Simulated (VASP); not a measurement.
# Si16C17 (a cell with a defect) in VASP: relaxation of the atoms with PBE

Aim: the relaxation of the atoms of Si16C17 (a cell with a defect) with PBE.

Program: VASP 6.6.1. These are calculated values, not measurements. Logs are shortened: lines on timing, memory, paths and dates and some standing lists are left out, and cuts for length are marked.

**1. The cell of the first run**

The cell holds a defect, 33 atoms: a = 6.188 Å, b = 6.188 Å, c = 10.129 Å, α = 90.00°, β = 90.00°, γ = 120.00°.

**2. Relaxation of the atoms, PBE**

INCAR reads:

```
SYSTEM = Si16C17
ALGO = Normal
EDIFF = 1E-7
EDIFFG = -0.02
ENCUT = 520
GGA = PE
GGA_COMPAT = .FALSE.
IBRION = 2
ISIF = 2
ISMEAR = -1
LASPH = .TRUE.
LCHARG = .FALSE.
LREAL = Auto
LWAVE = .FALSE.
NELM = 120
NELMIN = 4
NSW = 90
PREC = Accurate
SIGMA = 0.01
```

KPOINTS reads:

```
Automatic mesh
0
Gamma
  1 1 1
  0.25 0.25 0.25
```

POSCAR reads:

```
Si16C17
1.0
    6.1879230300      0.0000000600      0.0000000000
   -3.0939615600      5.3588985100      0.0000000000
    0.0000000000      0.0000000000     10.1287833600
Si C
16 17
Direct
    0.3333333300      0.1666666700      0.9378448600
    0.1666666700      0.3333333300      0.4378448600
    0.0000000000      0.0000000000      0.6879001300
    0.0000000000      0.0000000000      0.1879001300
    0.3333333300      0.6666666700      0.9378448600
    0.1666666700      0.8333333300      0.4378448600
    0.0000000000      0.5000000000      0.6879001300
    0.0000000000      0.5000000000      0.1879001300
    0.8333333300      0.1666666700      0.9378448600
    0.6666666700      0.3333333300      0.4378448600
    0.5000000000      0.0000000000      0.6879001300
    0.5000000000      0.0000000000      0.1879001300
    0.8333333300      0.6666666700      0.9378448600
    0.6666666700      0.8333333300      0.4378448600
    0.5000000000      0.5000000000      0.6879001300
    0.5000000000      0.5000000000      0.1879001300
    0.3333333300      0.1666666700      0.7498071200
    0.1666666700      0.3333333300      0.2498071200
    0.0000000000      0.0000000000      0.5004468900
    0.0000000000      0.0000000000      0.0004468900
    0.3333333300      0.6666666700      0.7498071200
    0.1666666700      0.8333333300      0.2498071200
    0.0000000000      0.5000000000      0.5004468900
    0.0000000000      0.5000000000      0.0004468900
    0.8333333300      0.1666666700      0.7498071200
    0.6666666700      0.3333333300      0.2498071200
    0.5000000000      0.0000000000      0.5004468900
    0.5000000000      0.0000000000      0.0004468900
    0.8333333300      0.6666666700      0.7498071200
    0.6666666700      0.8333333300      0.2498071200
    0.5000000000      0.5000000000      0.5004468900
    0.5000000000      0.5000000000      0.0004468900
    0.1666670000      0.3333330000      0.8438220000
```

Potentials or basis: VASP PAW PBE potentials, release 64 (Si, C).

The run is started by

```
> cat potpaw_PBE.64/Si/POTCAR potpaw_PBE.64/C/POTCAR > POTCAR
> mpirun -np 1 vasp_std > vasp.out
```

OUTCAR:

```text
SYSTEM = Si16C17
   EDIFF = 1E-7
   EDIFFG = -0.02
   ENCUT = 520
   GGA = PE
   IBRION = 2
   ISIF = 2
   ISMEAR = -1
   LASPH = .TRUE.
   LREAL = Auto
   NELM = 120
   NELMIN = 4
   NSW = 90
   PREC = Accurate

 ion  position               nearest neighbor table
   1  0.333  0.167  0.938-  32 1.90  20 1.90  28 1.90  17 1.90  33 2.02   5 3.09   5 3.09   9 3.09
                             9 3.09  13 3.09  13 3.09  15 3.10   3 3.10  11 3.10  16 3.10   4 3.10
   2  0.167  0.333  0.438-  19 1.90  31 1.90  23 1.90  18 1.90   6 3.09   6 3.09  10 3.09  10 3.09
                            14 3.09  14 3.09   4 3.10  16 3.10   8 3.10   3 3.10  15 3.10   7 3.10
   3  0.000  0.000  0.688-  29 1.89  17 1.89  25 1.89  19 1.90  33 2.38   7 3.09   7 3.09  11 3.09
                            11 3.09  15 3.09  15 3.09  13 3.10   1 3.10   9 3.10   2 3.10  14 3.10
   4  0.000  0.000  0.188-  18 1.89  30 1.89  22 1.89  20 1.90   8 3.09   8 3.09  12 3.09  12 3.09
                            16 3.09  16 3.09   2 3.10  14 3.10   6 3.10  13 3.10   1 3.10   9 3.10
   5  0.333  0.667  0.938-  28 1.90  24 1.90  32 1.90  21 1.90  33 2.02   1 3.09   1 3.09  13 3.09
                            13 3.09   9 3.09   9 3.09  11 3.10   7 3.10  15 3.10  12 3.10   8 3.10
   6  0.167  0.833  0.438-  23 1.90  27 1.90  19 1.90  22 1.90   2 3.09   2 3.09  14 3.09  14 3.09
                            10 3.09  10 3.09   8 3.10  12 3.10   4 3.10   7 3.10  11 3.10   3 3.10
   7  0.000  0.500  0.688-  25 1.89  21 1.89  29 1.89  23 1.90  33 2.38   3 3.09   3 3.09  15 3.09
                            15 3.09  11 3.09  11 3.09   9 3.10   5 3.10  13 3.10   6 3.10  10 3.10
   8  0.000  0.500  0.188-  22 1.89  26 1.89  18 1.89  24 1.90   4 3.09   4 3.09  16 3.09  16 3.09
                            12 3.09  12 3.09   6 3.10  10 3.10   2 3.10   9 3.10   5 3.10  13 3.10
   9  0.833  0.167  0.938-  24 1.90  28 1.90  20 1.90  25 1.90  33 2.02  13 3.09  13 3.09   1 3.09
[... 19 lines left out ...]
  21  0.333  0.667  0.750-  11 1.89   7 1.89  15 1.89   5 1.90  33 2.02
  22  0.167  0.833  0.250-   8 1.89  12 1.89   4 1.89   6 1.90
  23  0.000  0.500  0.500-   6 1.90  10 1.90   2 1.90   7 1.90
  24  0.000  0.500  0.000-   9 1.90   5 1.90  13 1.90   8 1.90
  25  0.833  0.167  0.750-   7 1.89  11 1.89   3 1.89   9 1.90  33 2.02
  26  0.667  0.333  0.250-  12 1.89   8 1.89  16 1.89  10 1.90
  27  0.500  0.000  0.500-  10 1.90   6 1.90  14 1.90  11 1.90
  28  0.500  0.000  0.000-   5 1.90   9 1.90   1 1.90  12 1.90
  29  0.833  0.667  0.750-   3 1.89  15 1.89   7 1.89  13 1.90
  30  0.667  0.833  0.250-  16 1.89   4 1.89  12 1.89  14 1.90
  31  0.500  0.500  0.500-  14 1.90   2 1.90  10 1.90  15 1.90
  32  0.500  0.500  0.000-   1 1.90  13 1.90   5 1.90  16 1.90
  33  0.167  0.333  0.844-  17 2.02  21 2.02  25 2.02   1 2.02   5 2.02   9 2.02   3 2.38  15 2.38
                             7 2.38

  LATTYP: Found a hexagonal cell.
 ALAT       =     6.1879230300
 C/A-ratio  =     1.6368631786

  Lattice vectors:

 A1 = (   6.1879230300,   0.0000000600,   0.0000000000)
 A2 = (  -3.0939615600,   5.3588985100,   0.0000000000)
 A3 = (   0.0000000000,   0.0000000000,  10.1287833600)

Analysis of symmetry for initial positions (statically):
=====================================================================
 Subroutine PRICEL returns:
 Original cell was already a primitive cell.

 Routine SETGRP: Setting up the symmetry group for a
 hexagonal supercell.

 Subroutine GETGRP returns: Found  6 space group operations
 (whereof  2 operations were pure point group operations)
 out of a pool of 24 trial point group operations.

The static configuration has the point symmetry C_1h.
 The point group associated with its full space group is C_3v.

Analysis of symmetry for dynamics (positions and initial velocities):
=====================================================================
 Subroutine PRICEL returns:
 Original cell was already a primitive cell.

 Routine SETGRP: Setting up the symmetry group for a
 hexagonal supercell.

 Subroutine GETGRP returns: Found  6 space group operations
 (whereof  2 operations were pure point group operations)
 out of a pool of 24 trial point group operations.

The dynamic configuration has the point symmetry C_1h.
 The point group associated with its full space group is C_3v.

 Subroutine INISYM returns: Found  6 space group operations
 (whereof  2 operations are pure point group operations),
 and found     1 'primitive' translations

----------------------------------------------------------------------------------------

                                     Primitive cell

  volume of cell :     335.8750

  direct lattice vectors                    reciprocal lattice vectors
     6.187923030  0.000000060  0.000000000     0.161605112  0.093302757  0.000000000
    -3.093961560  5.358898510  0.000000000    -0.000000002  0.186605511  0.000000000
     0.000000000  0.000000000 10.128783360     0.000000000  0.000000000  0.098728541

  length of vectors
     6.187923030  6.187923026 10.128783360     0.186605511  0.186605511  0.098728541

  position of ions in fractional coordinates (direct lattice)
[... 120 lines left out ...]
   NSW    =     90    number of steps for IOM
   IBRION =      2    ionic relax: 0-MD 1-quasi-New 2-CG
   NFREE  =      1    steps in history (QN), initial steepest desc. (CG)
   ISIF   =      2    stress and relaxation
   ISYM   =      2    0-nonsym 1-usesym 2-fastsym
   POTIM  = 0.5000    time-step for ionic-motion
   TEBEG  =    0.0;   TEEND  =   0.0 temperature during run
   PSTRESS=    0.0 pullay stress
   NELECT =     132.0000    total number of electrons
   NUPDOWN=      -1.0000    fix difference up-down
   EMIN   =  10.00;   EMAX   =-10.00  energy-range for DOS
   EFERMI =   0.00;   METHOD = LEGACY
   ISMEAR =    -1;   SIGMA  =   0.01  broadening in eV -4-tet -1-fermi 0-gaus
   EFERMI_NEDOS =   21; number of points for ismear=-14 and -15
   IALGO  =     38    algorithm
   IMIX   =      4    mixing-type and parameters
     AMIX     =   0.40;   BMIX     =  1.00
     AMIX_MAG =   1.60;   BMIX_MAG =  1.00
  volume/ion in A,a.u.               =      10.18        68.68
  Fermi-wavevector in a.u.,A,eV,Ry     =   1.199150  2.266065 19.564648  1.437961
  Thomas-Fermi vector in A             =   2.335020
   LORBIT       =      0    0 simple, 1 ext, 2 COOP (PROOUT), +10 PAW based schemes
   GGA     = PE    functional components
   LHFCALC =     F    Hartree Fock is set to
   AEXX    =    0.0000 exact exchange contribution
   IVDW    =     0    specifies the selected vdW correction
   LEPSILON=     F    determine dielectric tensor
   LRPA    =     F    only Hartree local field effects (RPA)
 conjugate gradient relaxation of ions
 non-spin polarized calculation
  energy-cutoff  :      520.00
  volume of cell :      335.88
 maximum number of plane-waves:      9024
 NGX is ok and might be reduce to    48
   NGX = 23   NGY = 23   NGZ = 37

--------------------------------------- Ionic step        1  -------------------------------------------

 number of electron     132.0000005 magnetization

 Free energy of the ion-electron system (eV)
  ---------------------------------------------------
  ext. energy  EPLUGINS =         0.00000000
  ---------------------------------------------------
  free energy    TOTEN  =      -245.38263063 eV

  energy without entropy =     -245.38263029  energy(sigma->0) =     -245.38263046

------------------------ aborting loop because EDIFF is reached ----------------------------------------

  FORCE on cell =-STRESS in cart. coord.  units (eV):
  Direction    XX          YY          ZZ          XY          YZ          ZX
  --------------------------------------------------------------------------------------
  -------------------------------------------------------------------------------------
  Total        4.4753400      4.4753400     17.4190103      0.0000000     -0.0000000      0.0000000
  in kB       21.3480835     21.3480835     83.0914501      0.0000000     -0.0000000      0.0000000
  external PRESSURE =      41.9292057 kB  Pullay stress =       0.0000000 kB
[... 121 lines left out ...]
--------------------------------------- Ionic step        3  -------------------------------------------

 number of electron     132.0000002 magnetization

 E-fermi :  10.1318     XC(G=0): -11.4386

 val. band max:        9.9690621425   @ k =   0.2500   0.2500   0.2500
 cond. band min:      10.2944579936   @ k =   0.2500   0.2500   0.2500
 fundamental gap:      0.3253958511
 Fermi energy:        10.1317589770

 k-point     1 :       0.2500    0.2500    0.2500
  band No.  band energies     occupation
      1      -7.0996      2.00000
      2      -6.1172      2.00000
      3      -5.7077      2.00000
      4      -5.4708      2.00000
      5      -5.0223      2.00000
      6      -4.8637      2.00000
[... 70 lines left out ...]
     77      13.5999      0.00000
     78      13.6881      0.00000
 [bands above 78 left out]

------------------------ aborting loop because EDIFF is reached ----------------------------------------

  FORCE on cell =-STRESS in cart. coord.  units (eV):
  Direction    XX          YY          ZZ          XY          YZ          ZX
  --------------------------------------------------------------------------------------
  -------------------------------------------------------------------------------------
  Total        1.2693670      1.2693670     22.0788176      0.0000000      0.0000000      0.0000000
  in kB        6.0550825      6.0550825    105.3194720      0.0000000      0.0000000      0.0000000
  external PRESSURE =      39.1432123 kB  Pullay stress =       0.0000000 kB
[... 48 lines left out ...]
  FREE ENERGIE OF THE ION-ELECTRON SYSTEM (eV)
  ---------------------------------------------------
  free  energy   TOTEN  =      -245.8002384304 eV

  energy  without entropy=     -245.8002383711  energy(sigma->0) =     -245.80023840

[... ionic steps 4 to 20 ...]

--------------------------------------- Ionic step       21  -------------------------------------------

 number of electron     132.0000002 magnetization

------------------------ aborting loop because EDIFF is reached ----------------------------------------
[... 129 lines left out ...]
--------------------------------------- Ionic step       23  -------------------------------------------

 number of electron     132.0000002 magnetization

 Free energy of the ion-electron system (eV)
  ---------------------------------------------------
  ext. energy  EPLUGINS =         0.00000000
  ---------------------------------------------------
  free energy    TOTEN  =      -246.51899194 eV

  energy without entropy =     -246.51899194  energy(sigma->0) =     -246.51899194

 E-fermi :   9.7221     XC(G=0): -11.4356

 val. band max:        9.4504942965   @ k =   0.2500   0.2500   0.2500
 cond. band min:      10.0794083505   @ k =   0.2500   0.2500   0.2500
 fundamental gap:      0.6289140540
 Fermi energy:         9.7221223023

 k-point     1 :       0.2500    0.2500    0.2500
  band No.  band energies     occupation
      1      -7.0193      2.00000
      2      -6.1371      2.00000
      3      -5.7144      2.00000
      4      -5.4797      2.00000
      5      -5.0577      2.00000
      6      -4.9192      2.00000
[... 70 lines left out ...]
     77      13.5679      0.00000
     78      13.6515      0.00000
 [bands above 78 left out]

------------------------ aborting loop because EDIFF is reached ----------------------------------------

  FORCE on cell =-STRESS in cart. coord.  units (eV):
  Direction    XX          YY          ZZ          XY          YZ          ZX
  --------------------------------------------------------------------------------------
  -------------------------------------------------------------------------------------
  Total        3.2084826      3.2084826     20.5498565      0.0000000     -0.0000000      0.0000000
  in kB       15.3049724     15.3049724     98.0260843      0.0000000     -0.0000000      0.0000000
  external PRESSURE =      42.8786764 kB  Pullay stress =       0.0000000 kB
[... 48 lines left out ...]
  FREE ENERGIE OF THE ION-ELECTRON SYSTEM (eV)
  ---------------------------------------------------
  free  energy   TOTEN  =      -246.5189919357 eV

  energy  without entropy=     -246.5189919357  energy(sigma->0) =     -246.51899194

 reached required accuracy - stopping structural energy minimisation
```

Wall time 29 min (1 thread of Oxide Virtual Turin-like, shared host); peak memory 0.42 GiB.

What came out:

* Free energy: -246.5190 eV
* Energy gained by relaxing: 34.4 meV/atom
* Ionic steps: 23
* Pressure after relaxing: 4.3 GPa
* Largest force after relaxing: 0.014 eV/Å
* Band gap on the k mesh: 0.63 eV

Forces on the atoms (eV/Å):
```
Si   0.000  0.000 -0.005
Si   0.000  0.000  0.010
Si   0.000 -0.006  0.008
Si   0.000 -0.002 -0.003
Si   0.000  0.000 -0.005
Si  -0.002 -0.001 -0.001
Si  -0.005  0.003  0.008
Si  -0.002  0.001 -0.003
Si   0.000  0.000 -0.005
Si   0.000  0.002 -0.001
Si   0.000  0.000 -0.004
Si   0.000  0.000  0.004
Si   0.000  0.000  0.003
Si   0.002 -0.001 -0.001
Si   0.005  0.003  0.008
Si   0.002  0.001 -0.003
C    0.000  0.000 -0.004
C    0.000  0.000  0.011
C    0.000  0.003 -0.002
C    0.000  0.001 -0.003
C    0.000  0.000 -0.004
C   -0.001 -0.001 -0.001
C    0.003 -0.002 -0.002
C    0.001 -0.001 -0.003
C    0.000  0.000 -0.004
C    0.000  0.002 -0.001
C    0.000  0.000 -0.007
C    0.000  0.000 -0.002
C    0.000  0.000  0.014
C    0.001 -0.001 -0.001
C   -0.003 -0.002 -0.002
C   -0.001 -0.001 -0.003
C    0.000  0.000  0.003
```

Stress tensor (GPa, compression positive):
```
1.53 0.00 0.00
0.00 1.53 0.00
0.00 0.00 9.80
```

The path:
```
step  energy change (eV)  largest force (eV/Å)  pressure (GPa)
   1              0.0000                1.8527            4.19
   2             -0.4032                1.3249            3.95
   3             -0.4176                1.3958            3.91
   4             -0.6322                1.4045            4.03
   5             -0.6938                1.2251            4.26
   6             -0.8585                1.0404            4.29
   7             -0.8982                0.8311            4.30
   8             -1.0447                0.5066            4.30
   9             -1.0680                0.6067            4.28
  10             -1.1073                0.3605            4.26
  11             -1.1152                0.2855            4.25
  12             -1.1279                0.1692            4.28
  13             -1.1279                0.1637            4.27
  14             -1.1331                0.1042            4.30
  15             -1.1332                0.1119            4.30
  16             -1.1351                0.0805            4.30
  17             -1.1351                0.0887            4.30
  18             -1.1360                0.0440            4.29
  19             -1.1360                0.0486            4.29
  20             -1.1363                0.0244            4.29
  21             -1.1363                0.0256            4.29
  22             -1.1364                0.0201            4.29
  23             -1.1364                0.0138            4.29
```

Final structure:
```
Si C
1.0
     6.18792    0.00000    0.00000
    -3.09396    5.35890    0.00000
     0.00000    0.00000   10.12878
Si C
16 17
Cartesian
  1.5905 0.8680 9.4464
  0.0000 1.7863 4.4105
  3.0940 5.3579 6.9312
  3.0940 5.3415 1.9165
  0.0000 3.6228 9.4464
  -1.5472 4.4656 4.4151
  4.6401 2.6799 6.9312
  4.6258 2.6882 1.9165
  4.5974 0.8680 9.4464
  3.0940 1.7866 4.4151
  3.0940 0.0000 6.8646
  3.0940 0.0000 1.9099
  3.0940 3.5726 9.4534
  1.5472 4.4656 4.4151
  1.5478 2.6799 6.9312
  1.5621 2.6882 1.9165
  1.5845 0.8715 7.5277
  0.0000 1.7863 2.5163
  3.0940 5.3586 5.0490
  3.0940 5.2868 0.0568
  0.0000 3.6159 7.5277
  -1.5422 4.4685 2.5388
  4.6407 2.6796 5.0490
  4.5785 2.7155 0.0568
  4.6035 0.8715 7.5277
  3.0940 1.7808 2.5388
  3.0940 0.0000 5.0127
  3.0940 0.0000 0.0274
  3.0940 3.5726 7.5678
  1.5422 4.4685 2.5388
  1.5472 2.6796 5.0490
  1.6094 2.7155 0.0568
  0.0000 1.7863 9.1524
```

Levels at points of the mesh, in eV from the valence-band top:
```tsv
k point	band 62	band 63	band 64	band 65	band 66	band 67	band 68	band 69	band 70	band 71
(0.25, 0.25, 0.25)	-2.54	-2.33	-2.07	-1.69	0.00	0.63	1.36	2.40	2.55	2.68
```

Caveat: the k points lie up to 1.17 Å⁻¹ apart, too coarse for converged energies, forces and pressures.
